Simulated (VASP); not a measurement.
Crystal: BeCdS4.

```
Be Cd S
1.0
    -2.60000    2.80000    4.10000
     2.60000   -2.80000    4.10000
     2.60000    2.80000   -4.10000
Be Cd S
1 1 4
Direct
  0.00000 0.00000 0.00000
  0.50000 0.00000 0.50000
  0.66000 0.63000 0.57000
  0.06000 0.09000 0.43000
  0.94000 0.37000 0.03000
  0.34000 0.91000 0.97000
```

| Item | Value |
| --- | --- |
| Program | VASP 6.6.1 |
| Task | relaxation of cell and atoms |
| Functional | PBE |
| Potentials or basis | VASP PAW PBE potentials, release 64 (Be, Cd, S) |
| Cutoff | 600 eV |
| k mesh | 4 × 4 × 4 |
| Occupations | gaussian, width 0.2 eV |
| Spin | no spin polarisation |

At the start: pressure 8.7 GPa; volume 19.90 Å³/atom.

Question: How do energy, volume and symmetry change on relaxing?

Answer: Over 34 steps the energy falls by 656.4 meV/atom and the volume is 20.13 Å³/atom (+1.1 %); space group I222 (No. 23, to 0.1 Å) before and after.

The path:
```csv
step,energy change (eV),largest force (eV/Å),pressure (GPa),volume (Å³)
1,0.0000,1.6883,8.68,119.39
2,-0.5159,0.4092,-3.97,138.89
3,-0.5877,0.2586,-1.41,133.12
4,-0.7271,0.1026,-1.38,131.05
5,-1.1058,0.7311,-0.84,124.29
6,-0.7578,1.8381,4.74,108.52
7,-1.1870,1.2501,0.36,119.26
8,-1.2641,1.2929,0.14,118.34
9,-1.4104,1.3807,-0.08,115.30
10,-1.4190,1.3891,0.06,113.77
11,-1.5880,1.3166,-0.15,113.17
12,-1.9411,1.1478,-0.30,111.28
13,-1.6503,1.6387,2.58,107.15
14,-1.9993,1.1723,0.10,110.12
15,-2.2948,1.0609,0.57,109.64
16,-2.6685,1.6052,3.48,108.31
17,-3.0126,1.6713,1.67,110.95
18,-3.6846,0.7765,-0.83,118.95
19,-3.7733,0.5883,-0.06,117.50
20,-3.8514,0.5105,2.24,114.04
21,-3.8872,0.1585,0.44,115.94
22,-3.8872,0.1587,0.44,115.94
23,-3.8947,0.0844,0.11,116.48
24,-3.8993,0.0814,-0.40,117.40
25,-3.9045,0.0710,0.06,117.06
26,-3.9062,0.1216,0.52,116.71
27,-3.9106,0.1201,0.47,117.01
28,-3.9208,0.1420,0.27,117.89
29,-3.9244,0.2790,-0.10,119.52
30,-3.9260,0.2133,0.05,118.88
31,-3.9323,0.1373,0.06,119.43
32,-3.9367,0.1187,0.11,120.67
33,-3.9370,0.0919,0.09,120.42
34,-3.9387,0.0652,0.07,120.76
```

Final structure:
```
CELL_PARAMETERS angstrom
-2.09925 3.38582 4.24739
2.09925 -3.38582 4.24739
2.09925 3.38582 -4.24739
ATOMIC_POSITIONS crystal
Be 0.00000 0.00000 0.00000
Cd 0.50000 0.00000 0.50000
S 0.68899 0.55503 0.44461
S 0.11042 0.24438 0.55539
S 0.88958 0.44497 0.13396
S 0.31101 0.75562 0.86604
```

Caveat: the relaxation stopped at a loose force limit of 0.08 eV/Å, so its end isn't a converged minimum.
